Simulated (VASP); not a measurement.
Crystal: Cr.

```
Cr
1.0
     2.34843    0.00000    0.00000
     0.00000    2.34843    0.00000
     0.00000    0.00000    2.34843
Cr
1
Cartesian
  0.0000 0.0000 0.0000
```

| Item | Value |
| --- | --- |
| Program | VASP 6.6.1 |
| Task | relaxation of cell and atoms |
| Functional | PBEsol |
| Potentials or basis | VASP PAW PBE potentials, release 64 (Cr_pv) |
| Cutoff | 600 eV |
| k mesh | 13 × 13 × 13 |
| Occupations | fermi-dirac, width 0.1 eV |
| Spin | no spin polarisation |

At the start: pressure -10.3 GPa; volume 12.95 Å³/atom.

Task: Where does the relaxation end?

Result: Over 4 steps the energy falls by 23.2 meV/atom and the volume is 12.26 Å³/atom (-5.3 %); space group Pm-3m (No. 221, to 0.05 Å).

The path:
```csv
step,energy change (eV),largest force (eV/Å),pressure (GPa),volume (Å³)
1,0.0000,0.0000,-10.29,12.95
2,0.0165,0.0000,16.70,11.45
3,-0.0232,0.0000,-0.18,12.27
4,-0.0232,0.0000,0.05,12.26
```

Final structure:
```xyz
1
Lattice="2.3059 0.0000 0.0000 0.0000 2.3059 0.0000 0.0000 0.0000 2.3059" Properties=species:S:1:pos:R:3 pbc="T T T"
Cr    0.0000    0.0000    0.0000
```

Caveat: the PAW data sets were made with another functional, which shifts forces and pressure a little; the run has no spin polarisation, though such a crystal can be magnetic.
